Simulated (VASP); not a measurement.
Set up this calculation in VASP 6.6.1, as the native input.

```
Task                   : single point
Functional             : LDA
Potentials or basis    : VASP PAW LDA potentials, release 64 (B)
Cutoff                 : 520 eV
k mesh                 : 16 × 16 × 9
Occupations            : fermi-dirac, width 0.05 eV
Spin                   : no spin polarisation
Dipole correction      : no
Further INCAR settings : ALGO = Normal; EDIFF = 1e-06; NBANDS = 10
```

The structure of B lies in POSCAR:

```
B
1.0
    2.1003865828      0.0000000000      0.0000000000
   -1.0501932914      1.8189881384      0.0000000000
    0.0000000000      0.0000000000      3.4026262641
B
2
Direct
    0.3333333333      0.6666666667      0.2500000000
    0.6666666667      0.3333333333      0.7500000000
```

This isn't the form of B at room conditions, which is rhombohedral.

One way to write it, as run:

INCAR

```
PREC = Accurate ; ENCUT = 520
EDIFF = 1E-6 ; ISMEAR = -1
SIGMA = 0.05 ; LREAL = False
LASPH = True ; NELM = 80
ALGO = Normal ; ISIF = 2
LWAVE = False ; LCHARG = False
GGA = CA ; NBANDS = 10
```

KPOINTS

```
Automatic mesh
0
Gamma
  16 16 9
```

Potentials or basis: VASP PAW LDA potentials, release 64 (B).

Launch:

```console
$ cat potpaw_LDA.64/B/POTCAR > POTCAR
$ mpirun -np 1 vasp_std > vasp.out
```

Results of the run:

```json
{
  "Pressure": "-25.4 GPa",
  "Band gap on the k mesh": "zero (bands 3 and 4 overlap by 8.46 eV)"
}
```

Caveat: the cell stands under tension.

Run time: 15 s on 1 thread of Intel Xeon 8259CL (shared host), peak memory 0.12 GiB.
